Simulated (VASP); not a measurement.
Be2CoO3: single point with PBE

Crystal: Be2CoO3.

```
CELL_PARAMETERS angstrom
3.82842 0.00000 0.00000
-1.91421 3.31551 0.00000
0.00000 0.00000 6.54585
ATOMIC_POSITIONS crystal
Be 0.00000 0.00000 0.16317
Be 0.00000 0.00000 0.83683
Co 0.00000 0.00000 0.50000
O 0.50000 0.00000 0.00000
O 0.00000 0.50000 0.00000
O 0.50000 0.50000 0.00000
```

The cell was generated, and may not be a known phase.

| Property | Result |
| --- | --- |
| Program | VASP 6.6.1 |
| Task | single point |
| Functional | PBE |
| Potentials or basis | VASP PAW PBE potentials, release 64 (Be, Co, O) |
| Cutoff | 600 eV |
| k mesh | 4 × 4 × 2 |
| Occupations | gaussian, width 0.15 eV |
| Spin | collinear spin, ferromagnetic start |
| Starting moments | [0.0, 0.0, 3.0, 0.0, 0.0, 0.0] μB |
| Dipole correction | no |
| Further INCAR settings | ALGO = Normal; EDIFF = 1e-06; NBANDS = 28 |

* Pressure: 0.1 GPa
* Largest force: 0.073 eV/Å
* Net moment: 2.03 μB per cell
* Site moments: Be -0.02; Co +1.97; O -0.01 μB
* Valence electrons inside the program's atomic spheres: Be 0.68; Co 7.86; O 4.79

Forces on the atoms (eV/Å):
```
Be   0.000  0.000 -0.073
Be   0.000  0.000  0.073
Co   0.000  0.000  0.000
O    0.000  0.000  0.000
O    0.000  0.000  0.000
O    0.000  0.000  0.000
```

Stress tensor (GPa, compression positive):
```
 0.38  0.00  0.00
 0.00  0.38  0.00
 0.00  0.00 -0.52
```

Levels at points of the mesh, in eV from the Fermi level:
Spin up:
```tsv
k point	band 13	band 14	band 15	band 16	band 17	band 18	band 19	band 20	band 21	band 22
(0.00, 0.00, 0.00)	-1.71	-1.37	-1.37	0.00	0.32	1.11	2.48	2.48	6.15	6.15
(0.50, 0.00, 0.00)	-2.15	-2.09	-1.49	-1.28	-0.54	0.69	0.90	2.31	4.21	5.29
(0.00, 0.00, 0.50)	-1.70	-1.39	-1.34	-1.34	0.44	1.11	2.49	2.49	5.29	5.29
(0.50, 0.00, 0.50)	-2.13	-2.09	-1.66	-1.38	-0.38	0.58	1.45	2.31	3.90	4.26
```
Spin down:
```tsv
k point	band 12	band 13	band 14	band 15	band 16	band 17	band 18	band 19
(0.00, 0.00, 0.00)	-0.21	-0.21	0.06	0.08	0.08	0.27	1.08	2.46
(0.50, 0.00, 0.00)	-2.16	-0.40	-0.18	-0.18	0.37	0.83	0.94	1.21
(0.00, 0.00, 0.50)	-0.30	-0.16	-0.16	0.09	0.09	0.46	1.08	2.47
(0.50, 0.00, 0.50)	-1.69	-0.63	-0.22	-0.18	0.37	0.50	1.26	1.80
```

Run time: 40 s on 1 thread of Intel(R) Xeon(R) 6975P-C (Granite Rapids), with other jobs on the host, peak memory 0.28 GiB.

Caveat: the k points lie up to 0.48 Å⁻¹ apart; a cell with one magnetic atom can't hold antiferromagnetic order, which such compounds often take; semilocal functionals often make such compounds metallic where correlation or magnetic order opens a gap, which also shifts bond lengths. With open d or f shells a metallic result of PBE can be an artefact of self-interaction; +U or a hybrid may open a gap.
